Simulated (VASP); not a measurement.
# Al3GaN4 (Pm) in VASP: further runs

Runs on Al3GaN4. Level: r2SCAN. Tasks: single point, relaxation of cell and atoms.

Everything below comes from runs of VASP 6.6.1. Logs are shortened: lines on timing, memory, paths and dates and some standing lists are left out, and cuts for length are marked.

## Step 1: The cell of the first run

It takes space group Pm (No. 6, monoclinic). Conventional cell: a = 4.983 Å, b = 3.095 Å, c = 5.358 Å, α = 90.00°, β = 90.04°, γ = 90.00°. Within 2.5 Å of Al (site symmetry m) lie 4 N at 1.86 to 1.88 Å. Within 2.5 Å of Al (site symmetry m) lie 4 N at 1.87 to 1.88 Å. Within 2.5 Å of Al (site symmetry m) lie 4 N at 1.87 to 1.88 Å. Ga (site symmetry m) has 4 N at 1.91 to 1.94 Å within 2.5 Å. N (site symmetry m) has 3 Al at 1.87 Å and 1 Ga at 1.94 Å within 2.5 Å. Within 2.5 Å of N (site symmetry m) lie 4 Al at 1.88 Å. Within 2.5 Å of N (site symmetry m) lie 2 Al at 1.86 to 1.87 Å and 2 Ga at 1.91 Å. N (site symmetry m) has 3 Al at 1.87 to 1.88 Å and 1 Ga at 1.93 Å within 2.5 Å.

## Step 2: Single point, r2SCAN (10.33 Å³/atom)

File POSCAR:

```
Al3GaN4
1.0
    4.9832352351      0.0000000000     -0.0001010062
    0.0000000000      3.0947194819      0.0000000000
   -0.0034282182      0.0000000000      5.3576709278
Al Ga N
3 1 4
Direct
    0.5003906875      0.5000000000      0.1673378140
    0.0008983183      0.5000000000      0.8349918469
    0.0011951894      0.0000000000      0.3315535214
    0.4994684702      0.0000000000      0.6661092930
    0.1103946990      0.0000000000      0.6662879667
    0.1226121542      0.5000000000      0.1671916990
    0.6252888509      0.5000000000      0.8406943760
    0.6233506305      0.0000000000      0.3258344829
```

File INCAR.step1:

```
ALGO     = Normal         # electronic algorithm
EDIFF    = 1E-4           # SCF threshold, eV
ENCUT    = 520            # plane-wave cutoff, eV
GGA      = PE             # functional
ISMEAR   = 0              # smearing method
LASPH    = True           # aspherical terms in the spheres
LCHARG   = False          # write CHGCAR
LREAL    = False          # projectors in reciprocal space
LWAVE    = True           # write WAVECAR
NBANDS   = 31             # bands
NELM     = 60             # most SCF steps
PREC     = Accurate       # precision mode
SIGMA    = 0.02           # smearing width, eV
```

File INCAR.step2:

```
ALGO     = Normal         # electronic algorithm
EDIFF    = 1E-6           # SCF threshold, eV
ENCUT    = 520            # plane-wave cutoff, eV
ISIF     = 2              # what is computed and relaxed
ISMEAR   = 0              # smearing method
ISTART   = 1            
LASPH    = True           # aspherical terms in the spheres
LCHARG   = True           # write CHGCAR
LELF     = True           # ELF
LMIXTAU  = True         
LREAL    = False          # projectors in reciprocal space
LVHAR    = True         
LWAVE    = False          # write WAVECAR
METAGGA  = R2SCAN         # meta-GGA
NBANDS   = 31             # bands
NELM     = 60             # most SCF steps
PREC     = Accurate       # precision mode
SIGMA    = 0.02           # smearing width, eV
```

File KPOINTS:

```
k-points
0
Gamma
  6 8 4
```

Potentials or basis: VASP PAW PBE potentials, release 64 (Al, Ga_d, N).

Launch:

```bash
$ cat potpaw_PBE.64/Al/POTCAR potpaw_PBE.64/Ga_d/POTCAR potpaw_PBE.64/N/POTCAR > POTCAR
$ cp INCAR.step1 INCAR
$ mpirun -np 1 vasp_std > vasp.out
$ cp INCAR.step2 INCAR
$ mpirun -np 1 vasp_std > vasp.out
```

OUTCAR:

```text
EDIFF = 1E-6
   ENCUT = 520
   ISIF = 2
   ISMEAR = 0
   ISTART = 1
   LASPH = True
   LREAL = False
   METAGGA = R2SCAN
   NELM = 60
   PREC = Accurate

 ion  position               nearest neighbor table
   1  0.500  0.500  0.167-   7 1.86   8 1.87   8 1.87   6 1.88   3 3.06   3 3.06   2 3.06   3 3.06
                             3 3.06   2 3.07   4 3.09   4 3.09   4 3.10   4 3.10
   2  0.001  0.500  0.835-   7 1.87   5 1.87   5 1.87   6 1.88   1 3.06   4 3.06   4 3.06   1 3.07
                             4 3.07   4 3.07   3 3.08   3 3.08   3 3.11   3 3.11
   3  0.001  0.000  0.332-   5 1.87   6 1.88   6 1.88   8 1.88   1 3.06   1 3.06   4 3.06   1 3.06
                             1 3.06   4 3.08   2 3.08   2 3.08   2 3.11   2 3.11
   4  0.499  0.000  0.666-   7 1.91   7 1.91   8 1.93   5 1.94   3 3.06   2 3.06   2 3.06   2 3.07
                             2 3.07   3 3.08   1 3.09   1 3.09   1 3.10   1 3.10
   5  0.110  0.000  0.666-   2 1.87   2 1.87   3 1.87   4 1.94
   6  0.123  0.500  0.167-   2 1.88   3 1.88   3 1.88   1 1.88
   7  0.625  0.500  0.841-   1 1.86   2 1.87   4 1.91   4 1.91
   8  0.623  0.000  0.326-   1 1.87   1 1.87   3 1.88   4 1.93

  LATTYP: Found a simple monoclinic cell.
 ALAT       =     4.9832352361
 B/A-ratio  =     0.6210261678
 C/A-ratio  =     1.0751392962
 COS(beta)  =    -0.0006601401

  Lattice vectors:

 A1 = (   4.9832352351,   0.0000000000,  -0.0001010062)
 A2 = (   0.0000000000,   3.0947194819,   0.0000000000)
 A3 = (  -0.0034282182,   0.0000000000,   5.3576709278)

Analysis of symmetry for initial positions (statically):
=====================================================================
 Subroutine PRICEL returns:
 Original cell was already a primitive cell.

 Routine SETGRP: Setting up the symmetry group for a
 simple monoclinic supercell.

 Subroutine GETGRP returns: Found  2 space group operations
 (whereof  2 operations were pure point group operations)
 out of a pool of  4 trial point group operations.

The static configuration has the point symmetry C_1h.

Analysis of symmetry for dynamics (positions and initial velocities):
=====================================================================
 Subroutine PRICEL returns:
 Original cell was already a primitive cell.

 Routine SETGRP: Setting up the symmetry group for a
 simple monoclinic supercell.

[... 115 lines left out ...]
   NELM   =     60;   NELMIN=  2; NELMDL=  0     # of ELM steps
   EDIFF  = 0.1E-05   stopping-criterion for ELM
   LREAL  =      F    real-space projection
   EDIFFG = 0.1E-04   stopping-criterion for IOM
   NSW    =      0    number of steps for IOM
   IBRION =     -1    ionic relax: 0-MD 1-quasi-New 2-CG
   NFREE  =      0    steps in history (QN), initial steepest desc. (CG)
   ISIF   =      2    stress and relaxation
   ISYM   =      2    0-nonsym 1-usesym 2-fastsym
   POTIM  = 0.5000    time-step for ionic-motion
   TEBEG  =    0.0;   TEEND  =   0.0 temperature during run
   PSTRESS=    0.0 pullay stress
   NELECT =      42.0000    total number of electrons
   NUPDOWN=      -1.0000    fix difference up-down
   EMIN   =  10.00;   EMAX   =-10.00  energy-range for DOS
   EFERMI =   0.00;   METHOD = LEGACY
   ISMEAR =     0;   SIGMA  =   0.02  broadening in eV -4-tet -1-fermi 0-gaus
   EFERMI_NEDOS =   21; number of points for ismear=-14 and -15
   IALGO  =     38    algorithm
   IMIX   =      4    mixing-type and parameters
     AMIX     =   0.40;   BMIX     =  1.00
     AMIX_MAG =   1.60;   BMIX_MAG =  1.00
  volume/ion in A,a.u.               =      10.33        69.70
  Fermi-wavevector in a.u.,A,eV,Ry     =   1.306537  2.468997 23.225672  1.707039
  Thomas-Fermi vector in A             =   2.437332
   LORBIT       =      0    0 simple, 1 ext, 2 COOP (PROOUT), +10 PAW based schemes
   METAGGA = R2SCAN    functional components
   LHFCALC =     F    Hartree Fock is set to
   AEXX    =    0.0000 exact exchange contribution
   IVDW    =     0    specifies the selected vdW correction
   LEPSILON=     F    determine dielectric tensor
   LRPA    =     F    only Hartree local field effects (RPA)
 non-spin polarized calculation
 Gauss-broadening in eV      SIGMA  =   0.02
  energy-cutoff  :      520.00
  volume of cell :       82.62
 maximum number of plane-waves:      2252
 NGX is ok and might be reduce to    40
   NGX = 19   NGY = 11   NGZ = 19

 number of electron      41.9999998 magnetization

 Free energy of the ion-electron system (eV)
  ---------------------------------------------------
  ext. energy  EPLUGINS =         0.00000000
  ---------------------------------------------------
  free energy    TOTEN  =       -79.50495085 eV

  energy without entropy =      -79.50495085  energy(sigma->0) =      -79.50495085

 E-fermi :   6.1254     XC(G=0): -11.8997

 val. band max:        5.9679956911   @ k =   0.0000   0.0000   0.0000
 cond. band min:      10.3860523024   @ k =   0.0000   0.0000   0.0000
 fundamental gap:      4.4180566113
 Fermi energy:         6.1254371480

 k-point     1 :       0.0000    0.0000    0.0000
  band No.  band energies     occupation
      1     -10.4061      2.00000
      2      -8.8321      2.00000
      3      -8.7901      2.00000
      4      -7.9651      2.00000
      5      -7.1972      2.00000
      6      -7.0807      2.00000
[... 805 lines left out ...]
     30      17.9555      0.00000
     31      18.4211      0.00000

 [... further k-points ...]
[... 5 lines left out ...]
  --------------------------------------------------------------------------------------
  -------------------------------------------------------------------------------------
  Total        3.5074293      3.4735300      3.4809391      0.0000000      0.0000000     -0.0005151
  in kB       68.0128238     67.3554787     67.4991504      0.0000000      0.0000000     -0.0099881
  external PRESSURE =      67.6224843 kB  Pullay stress =       0.0000000 kB

 VOLUME and BASIS-vectors are now :
 -----------------------------------------------------------------------------
  energy-cutoff  :      520.00
  volume of cell :       82.62
      direct lattice vectors                 reciprocal lattice vectors
     4.983235235  0.000000000 -0.000101006     0.200672849  0.000000000  0.000128405
     0.000000000  3.094719482  0.000000000     0.000000000  0.323131064  0.000000000
    -0.003428218  0.000000000  5.357670928     0.000003783  0.000000000  0.186648271

 POSITION                                       TOTAL-FORCE (eV/Angst)
 -----------------------------------------------------------------------------------
      2.49299      1.54736      0.89649         0.007823      0.000000      0.001093
      0.00161      1.54736      4.47361         0.001495      0.000000      0.004142
      0.00482      0.00000      1.77635         0.002594      0.000000     -0.000628
      2.48669      0.00000      3.56874         0.004173      0.000000     -0.014987
      0.54784      0.00000      3.56974        -0.077970      0.000000      0.001848
      0.61043      1.54736      0.89575        -0.003146      0.000000      0.001929
      3.11308      1.54736      4.50410         0.045757      0.000000      0.081957
      3.10519      0.00000      1.74565         0.019274      0.000000     -0.075353
 -----------------------------------------------------------------------------------
    total drift:                                0.051697      0.000000     -0.014627

  FREE ENERGIE OF THE ION-ELECTRON SYSTEM (eV)
  ---------------------------------------------------
  free  energy   TOTEN  =       -79.5049508495 eV

  energy  without entropy=      -79.5049508495  energy(sigma->0) =      -79.50495085
```

OUTCAR.step1:

```text
EDIFF = 1E-4
   ENCUT = 520
   GGA = PE
   ISMEAR = 0
[... 1068 lines left out ...]
      0.54784      0.00000      3.56974        -0.095712      0.000000     -0.002152
      0.61043      1.54736      0.89575        -0.007191      0.000000      0.003511
      3.11308      1.54736      4.50410         0.053933      0.000000      0.086189
      3.10519      0.00000      1.74565         0.024921      0.000000     -0.090427
 -----------------------------------------------------------------------------------
    total drift:                               -0.000609      0.000000     -0.002627

  FREE ENERGIE OF THE ION-ELECTRON SYSTEM (eV)
  ---------------------------------------------------
  free  energy   TOTEN  =       -56.6276028385 eV

  energy  without entropy=      -56.6276028385  energy(sigma->0) =      -56.62760284
```

OSZICAR.step1:

```text
N       E                     dE             d eps       ncg     rms          rms(c)
DAV:   1     0.342541754301E+03    0.34254E+03   -0.19209E+04  4674   0.172E+03
DAV:   2    -0.182283659284E+02   -0.36077E+03   -0.33406E+03  5081   0.471E+02
DAV:   3    -0.643441746752E+02   -0.46116E+02   -0.45510E+02  5021   0.132E+02
DAV:   4    -0.661650626228E+02   -0.18209E+01   -0.18141E+01  5717   0.296E+01
DAV:   5    -0.662066471435E+02   -0.41585E-01   -0.41572E-01  5196   0.419E+00    0.172E+01
DAV:   6    -0.564880932331E+02    0.97186E+01   -0.28894E+01  6840   0.537E+01    0.563E+00
DAV:   7    -0.566619360261E+02   -0.17384E+00   -0.32512E+00  5244   0.108E+01    0.414E+00
DAV:   8    -0.566548128099E+02    0.71232E-02   -0.40977E-01  5984   0.675E+00    0.944E-01
DAV:   9    -0.566272604681E+02    0.27552E-01   -0.10016E-01  6891   0.455E+00    0.452E-01
DAV:  10    -0.566271380793E+02    0.12239E-03   -0.13423E-02  5286   0.700E-01    0.182E-01
DAV:  11    -0.566275879596E+02   -0.44988E-03   -0.10531E-03  6348   0.277E-01    0.385E-02
DAV:  12    -0.566276028385E+02   -0.14879E-04   -0.92935E-05  3513   0.114E-01
   1 F= -.56627603E+02 E0= -.56627603E+02  d E =-.951221E-21
```

It took 10 min on 1 thread of Intel Xeon 8259CL, shared host; peak memory 0.31 GiB.

Results:

```
Free energy            : -79.5050 eV
Pressure               : 6.8 GPa
Largest force          : 0.094 eV/Å
Band gap on the k mesh : 4.42 eV
```

Forces on the atoms (eV/Å):
```
Al   0.008  0.000  0.001
Al   0.001  0.000  0.004
Al   0.003  0.000 -0.001
Ga   0.004  0.000 -0.015
N   -0.078  0.000  0.002
N   -0.003  0.000  0.002
N    0.046  0.000  0.082
N    0.019  0.000 -0.075
```

Caveat: the cell stands under pressure; the PAW data sets were made with another functional, which shifts forces and pressure a little. A k mesh can miss the band edges.

## Step 3: Relaxation of cell and atoms, r2SCAN, target pressure 2 GPa, at which the enthalpy is minimised

This run uses another cell than the first one, of 10.45 Å³/atom.

File POSCAR:

```
Al3GaN4
1.0
    5.0060012908      0.0000000000      0.0000605744
    0.0000000000      3.1050501445      0.0000000000
   -0.0032697882      0.0000000000      5.3759413151
Al Ga N
3 1 4
Direct
    0.5002216621      0.5000000000      0.1672550744
    0.0006683705      0.5000000000      0.8349019371
    0.0010043256      0.0000000000      0.3316444641
    0.4994946875      0.0000000000      0.6662044645
    0.1107069786      0.0000000000      0.6663170127
    0.1226755896      0.5000000000      0.1671322914
    0.6254135995      0.5000000000      0.8406810062
    0.6234137865      0.0000000000      0.3258647496
```

File INCAR.step1:

```
SYSTEM = Al3GaN4
PREC = Accurate
ENCUT = 600
ISMEAR = 0
SIGMA = 0.02
LREAL = .FALSE.
LASPH = .TRUE.
NELM = 60
GGA = PE
ALGO = Normal
EDIFF = 1E-4
LWAVE = .TRUE.
LCHARG = .FALSE.
```

File INCAR.step2:

```
SYSTEM = Al3GaN4
PREC = Accurate
ENCUT = 600
EDIFF = 1E-6
ISMEAR = 0
SIGMA = 0.02
LREAL = .FALSE.
LASPH = .TRUE.
NELM = 60
ALGO = Normal
ISIF = 3
LWAVE = .FALSE.
LCHARG = .FALSE.
METAGGA = R2SCAN
LMIXTAU = .TRUE.
IBRION = 2
NSW = 70
EDIFFG = -0.008
PSTRESS = 20.0
ISTART = 1
```

File KPOINTS:

```
Automatic mesh
0
G
  6 8 4
  0 0 0
```

Potentials or basis: VASP PAW PBE potentials, release 64 (Al, Ga_d, N).

Launch:

```bash
$ cat potpaw_PBE.64/Al/POTCAR potpaw_PBE.64/Ga_d/POTCAR potpaw_PBE.64/N/POTCAR > POTCAR
$ cp INCAR.step1 INCAR
$ mpirun -np 1 vasp_std > vasp.out
$ cp INCAR.step2 INCAR
$ mpirun -np 1 vasp_std > vasp.out
```

It took 83 min on 1 thread of Oxide Virtual Turin-like, shared host; peak memory 0.34 GiB.

Results (log left out):

* Free energy: -79.5545 eV
* Relaxed volume: 10.55 Å³/atom
* Relaxed cell: a = 5.022 Å, b = 3.116 Å, c = 5.395 Å, α = 90.00°, β = 90.04°, γ = 90.00°
* Space group after relaxing (to 0.1 Å): Pm (No. 6)
* Energy change on relaxing (the run minimises the enthalpy): -2.1 meV/atom
* Ionic steps: 7
* Pressure after relaxing: 2.0 GPa
* Largest force after relaxing: 0.006 eV/Å
* Band gap on the k mesh: 4.23 eV

Forces in eV/Å, atoms in the order of the input:
```
Al  -0.005  0.000  0.001
Al   0.003  0.000  0.005
Al   0.001  0.000 -0.004
Ga   0.001  0.000 -0.001
N    0.001  0.000 -0.001
N    0.005  0.000  0.002
N   -0.004  0.000 -0.001
N    0.000  0.000  0.000
```

The path:
```csv
step,energy change (eV),largest force (eV/Å),pressure (GPa),volume (Å³)
1,0.0000,0.0925,4.24,83.56
2,-0.0219,0.0319,0.00,85.34
3,-0.0169,0.0401,2.13,84.40
4,-0.0178,0.0337,1.82,84.48
5,-0.0174,0.0356,1.91,84.44
6,-0.0172,0.0364,1.99,84.43
7,-0.0170,0.0056,2.02,84.41
```

Final structure:
```cif
data_structure
_symmetry_space_group_name_H-M 'P 1'
_symmetry_Int_Tables_number 1
_cell_length_a 5.0221
_cell_length_b 3.1157
_cell_length_c 5.3946
_cell_angle_alpha 90.000
_cell_angle_beta 90.036
_cell_angle_gamma 90.000
_cell_volume 84.41
loop_
_atom_site_label
_atom_site_type_symbol
_atom_site_fract_x
_atom_site_fract_y
_atom_site_fract_z
_atom_site_occupancy
Al1 Al 0.50024 0.50000 0.16731 1
Al2 Al 0.00072 0.50000 0.83504 1
Al3 Al 0.00104 0.00000 0.33153 1
Ga1 Ga 0.49968 0.00000 0.66612 1
N1 N 0.10998 0.00000 0.66629 1
N2 N 0.12268 0.50000 0.16717 1
N3 N 0.62572 0.50000 0.84125 1
N4 N 0.62354 0.00000 0.32530 1
```

Levels at points of the mesh, in eV from the valence-band top:
| k point | band 17 | band 18 | band 19 | band 20 | band 21 | band 22 | band 23 | band 24 | band 25 | band 26 |
| --- | --- | --- | --- | --- | --- | --- | --- | --- | --- | --- |
| (0.00, 0.00, 0.00) | -0.93 | -0.77 | -0.10 | -0.01 | 0.00 | 4.23 | 6.26 | 6.64 | 6.89 | 8.55 |
| (0.50, 0.00, 0.00) | -1.33 | -0.71 | -0.71 | -0.33 | -0.26 | 5.58 | 5.96 | 6.46 | 6.95 | 9.46 |
| (0.00, 0.50, 0.00) | -2.93 | -1.95 | -1.86 | -1.58 | -1.53 | 6.36 | 6.38 | 8.42 | 8.56 | 8.86 |
| (0.50, 0.50, 0.00) | -3.02 | -1.24 | -1.22 | -1.19 | -0.87 | 6.89 | 7.25 | 7.30 | 7.32 | 9.13 |
| (0.00, 0.00, 0.50) | -1.62 | -0.60 | -0.60 | -0.41 | -0.19 | 6.25 | 6.60 | 7.83 | 8.29 | 8.65 |
| (0.50, 0.00, 0.50) | -1.45 | -1.26 | -1.21 | -1.19 | -0.72 | 6.62 | 6.91 | 7.15 | 7.28 | 9.00 |
| (0.00, 0.50, 0.50) | -2.28 | -1.94 | -1.87 | -0.83 | -0.65 | 5.97 | 6.32 | 6.54 | 6.64 | 7.83 |
| (0.50, 0.50, 0.50) | -1.63 | -1.58 | -1.48 | -1.44 | -1.19 | 5.43 | 5.84 | 5.91 | 5.95 | 8.61 |

Caveat: the cell is relaxed towards a set pressure, so the run minimises the enthalpy, not the energy; the PAW data sets were made with another functional, which shifts forces and pressure a little. A k mesh can miss the band edges.
